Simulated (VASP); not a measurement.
# Cl4Si in VASP: single point with AM05

Aim: the single point of Cl4Si with AM05.

Program: VASP 6.6.1. These are calculated values, not measurements. Logs are shortened: lines on timing, memory, paths and dates and some standing lists are left out, and cuts for length are marked.

## Step 1: The cell of the first run

The cell holds a molecule in a box, 5 atoms: a = 12.000 Å, b = 13.000 Å, c = 13.000 Å, α = 90.00°, β = 90.00°, γ = 90.00°.

## Step 2: Single point, AM05

POSCAR reads:

```
SiCl4
1.0
   12.0000000000      0.0000000000      0.0000000000
    0.0000000000     13.0000000000      0.0000000000
    0.0000000000      0.0000000000     13.0000000000
Cl Si
4 1
Direct
    0.4023958300      0.4677423100      0.6271692300
    0.6205625000      0.3832576900      0.4976153800
    0.3816041700      0.4224115400      0.3780615400
    0.5292208300      0.6199730800      0.4610307700
    0.4834458300      0.4733500000      0.4909692300
```

INCAR.step1 reads:

```
ISMEAR = 0
SIGMA = 0.03
LWAVE = T
LCHARG = T
ISIF = 0
NELM = 100
ALGO = Normal
PREC = Accurate
LASPH = T
LREAL = F
EDIFF = 1E-5
GGA_COMPAT = F
ENCUT = 400
EFERMI = MIDGAP
NELMDL = -8
GGA = PE
```

INCAR.step2 reads:

```
GGA = AM
ISMEAR = 0
SIGMA = 0.03
LWAVE = F
LCHARG = F
ISIF = 0
NELM = 100
ALGO = All
PREC = Accurate
LASPH = T
LREAL = F
EDIFF = 1E-6
GGA_COMPAT = F
ENCUT = 400
EFERMI = MIDGAP
NELMDL = -8
ISTART = 1
ISEARCH = 1
```

KPOINTS reads:

```
k-points
0
Gamma
  1 1 1
```

Potentials or basis: VASP PAW PBE potentials, release 64 (Cl, Si).

On the command line:

```bash
$ cat potpaw_PBE.64/Cl/POTCAR potpaw_PBE.64/Si/POTCAR > POTCAR
$ cp INCAR.step1 INCAR
$ mpirun -np 1 vasp_gam > vasp.out
$ cp INCAR.step2 INCAR
$ mpirun -np 1 vasp_gam > vasp.out
```

OUTCAR:

```text
GGA = AM
   ISMEAR = 0
   ISIF = 0
   NELM = 100
   PREC = Accurate
   LASPH = T
   LREAL = F
   EDIFF = 1E-6
   ENCUT = 400
   EFERMI = MIDGAP
   NELMDL = -8
   ISTART = 1

 Found      1 irreducible k-points:

 Following reciprocal coordinates:
            Coordinates               Weight
  0.000000  0.000000  0.000000      1.000000
   k-points           NKPTS =      1   k-points in BZ     NKDIM =      1   number of bands    NBANDS=     20
   number of dos      NEDOS =    301   number of ions     NIONS =      5
   total plane-waves  NPLWV = 648000
   dimension x,y,z NGX =    80 NGY =   90 NGZ =   90
   dimension x,y,z NGXF=   160 NGYF=  180 NGZF=  180
   ions per type =               4   1
   NGX,Y,Z   is equivalent  to a cutoff of  11.08, 11.51, 11.51 a.u.
   NGXF,Y,Z  is equivalent  to a cutoff of  22.17, 23.02, 23.02 a.u.
 SYSTEM =  unknown system
   PREC   = accura    normal or accurate (medium, high low for compatibility)
   ISTART =      1    job   : 0-new  1-cont  2-samecut
   ICHARG =      0    charge: 1-file 2-atom 10-const
   ISPIN  =      1    spin polarized calculation?
   LNONCOLLINEAR =      F non collinear calculations
   LSORBIT =      F    spin-orbit coupling
   LASPH  =      T    aspherical Exc in radial PAW
   ENCUT  =  400.0 eV  29.40 Ry    5.42 a.u.  19.57 21.20 21.20*2*pi/ulx,y,z
   NELM   =    100;   NELMIN=  2; NELMDL= -8     # of ELM steps
   EDIFF  = 0.1E-05   stopping-criterion for ELM
   LREAL  =      F    real-space projection
   EDIFFG = 0.1E-04   stopping-criterion for IOM
   NSW    =      0    number of steps for IOM
   IBRION =     -1    ionic relax: 0-MD 1-quasi-New 2-CG
   NFREE  =      0    steps in history (QN), initial steepest desc. (CG)
   ISIF   =      0    stress and relaxation
   ISYM   =      2    0-nonsym 1-usesym 2-fastsym
   POTIM  = 0.5000    time-step for ionic-motion
   TEBEG  =    0.0;   TEEND  =   0.0 temperature during run

   SCALEE = 1.0000    scale energy and forces
   PSTRESS=    0.0 pullay stress
   NELECT =      32.0000    total number of electrons
   NUPDOWN=      -1.0000    fix difference up-down
   EMIN   =  10.00;   EMAX   =-10.00  energy-range for DOS
   EFERMI =   0.00;   METHOD = MIDGAP
   ISMEAR =     0;   SIGMA  =   0.03  broadening in eV -4-tet -1-fermi 0-gaus
   EFERMI_NEDOS =   21; number of points for ismear=-14 and -15
   IALGO  =     58    algorithm
   IMIX   =      4    mixing-type and parameters
     AMIX     =   0.40;   BMIX     =  1.00
     AMIX_MAG =   1.60;   BMIX_MAG =  1.00
  volume/ion in A,a.u.               =     405.60      2737.12
  Fermi-wavevector in a.u.,A,eV,Ry     =   0.410616  0.775951  2.294013  0.168605
  Thomas-Fermi vector in A             =   1.366380
   LORBIT       =      0    0 simple, 1 ext, 2 COOP (PROOUT), +10 PAW based schemes
   GGA     = AM    functional components
   LHFCALC =     F    Hartree Fock is set to
   AEXX    =    0.0000 exact exchange contribution
   IVDW    =     0    specifies the selected vdW correction
   LEPSILON=     F    determine dielectric tensor
   LRPA    =     F    only Hartree local field effects (RPA)

   CSHIFT  =0.1000    complex shift for real part using Kramers Kronig

   OMEGAMAX=  -1.0    maximum frequency
 non-spin polarized calculation
 Gauss-broadening in eV      SIGMA  =   0.03
  energy-cutoff  :      400.00
  volume of cell :     2028.00
 maximum number of plane-waves:     18418
 NGX is ok and might be reduce to    80
   NGX = 39   NGY = 43   NGZ = 43

 number of electron      31.9999998 magnetization

 Free energy of the ion-electron system (eV)
  ---------------------------------------------------
  ext. energy  EPLUGINS =         0.00000000
  ---------------------------------------------------
  free energy    TOTEN  =       -19.46461481 eV

  energy without entropy =      -19.46461411  energy(sigma->0) =      -19.46461446

 E-fermi :  -7.5074     XC(G=0):  -4.0769

 val. band max:       -7.6078210470   @ k =   0.0000   0.0000   0.0000
 cond. band min:      -6.1179932465   @ k =   0.0000   0.0000   0.0000
 fundamental gap:      1.4898278006
 Fermi energy:        -7.5073858293

 k-point     1 :       0.0000    0.0000    0.0000
  band No.  band energies     occupation
      1     -21.8592      2.00000
      2     -20.6376      2.00000
      3     -20.6372      2.00000
      4     -20.6370      2.00000
      5     -13.2588      2.00000
      6     -10.6029      2.00000
[... 12 lines left out ...]
     19      -4.8130      0.00000
     20      -2.4850      0.00000

------------------------ aborting loop because EDIFF is reached ----------------------------------------

 VOLUME and BASIS-vectors are now :
 -----------------------------------------------------------------------------
  energy-cutoff  :      400.00
  volume of cell :     2028.00
      direct lattice vectors                 reciprocal lattice vectors
    12.000000000  0.000000000  0.000000000     0.083333333  0.000000000  0.000000000
     0.000000000 13.000000000  0.000000000     0.000000000  0.076923077  0.000000000
     0.000000000  0.000000000 13.000000000     0.000000000  0.000000000  0.076923077

 POSITION                                       TOTAL-FORCE (eV/Angst)
 -----------------------------------------------------------------------------------
      4.82875      6.08065      8.15320        -0.055392     -0.003133      0.101654
      7.44675      4.98235      6.46900         0.093994     -0.067512      0.007148
      4.57925      5.49135      4.91480        -0.071915     -0.038412     -0.084898
      6.35065      8.05965      5.99340         0.031744      0.108538     -0.024051
      5.80135      6.15355      6.38260         0.001570      0.000519      0.000148
 -----------------------------------------------------------------------------------
    total drift:                               -0.000677     -0.002516     -0.003130

  FREE ENERGIE OF THE ION-ELECTRON SYSTEM (eV)
  ---------------------------------------------------
  free  energy   TOTEN  =       -19.4646148069 eV

  energy  without entropy=      -19.4646142584  energy(sigma->0) =      -19.46461453
```

It took 12 min on 1 thread of AMD EPYC 9R14 (Zen 4), shared host; peak memory 1.1 GiB.

What came out:

* Free energy: -19.4646 eV
* Largest force: 0.118 eV/Å
* Gap between the frontier levels: 1.49 eV

Forces in eV/Å, atoms in the order of the input:
```
Cl  -0.055 -0.003  0.102
Cl   0.094 -0.068  0.007
Cl  -0.072 -0.038 -0.085
Cl   0.032  0.109 -0.024
Si   0.002  0.001  0.000
```

Caveat: the PAW data sets were made with another functional, which shifts forces and pressure a little.
